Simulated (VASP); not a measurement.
Sr: single point with r2SCAN

Crystal: Sr.

```xyz
2
Lattice="4.2676 0.0000 0.0000 -2.1338 3.6959 0.0000 0.0000 0.0000 7.1388" Properties=species:S:1:pos:R:3 pbc="T T T"
Sr    0.0000    2.4639    1.7847
Sr    2.1338    1.2320    5.3541
```

This isn't the form of Sr at room conditions, which is fcc.

| Quantity | Value |
| --- | --- |
| Program | VASP 6.6.1 |
| Task | single point |
| Functional | r2SCAN |
| Potentials or basis | VASP PAW PBE potentials, release 64 (Sr_sv) |
| Cutoff | 520 eV |
| k mesh | 10 × 10 × 6 |
| Occupations | methfessel-paxton, width 0.05 eV |
| Spin | no spin polarisation |
| Dipole correction | no |
| Further INCAR settings | ALGO = Normal; EDIFF = 1e-06; NBANDS = 17 |

- Pressure: 0.2 GPa
- Band gap on the k mesh: zero (bands 10 and 11 overlap by 0.35 eV)

Levels at points of the mesh, in eV from the Fermi level:
| k point | band 8 | band 9 | band 10 | band 11 | band 12 | band 13 |
| --- | --- | --- | --- | --- | --- | --- |
| (0.00, 0.00, 0.00) | -19.37 | -3.85 | -1.18 | -0.21 | 2.46 | 2.59 |
| (0.50, 0.00, 0.00) | -19.40 | -1.10 | -0.62 | 0.08 | 0.31 | 1.33 |
| (0.00, 0.00, 0.50) | -19.39 | -2.91 | -2.91 | 1.32 | 1.32 | 2.61 |
| (0.50, 0.00, 0.50) | -19.42 | -0.78 | -0.78 | 0.15 | 0.15 | 1.45 |

Run time: 2.8 min on 1 thread of Intel(R) Xeon(R) 6975P-C (Granite Rapids), with other jobs on the host, peak memory 0.28 GiB.

Caveat: the PAW data sets were made with another functional, which shifts forces and pressure a little.
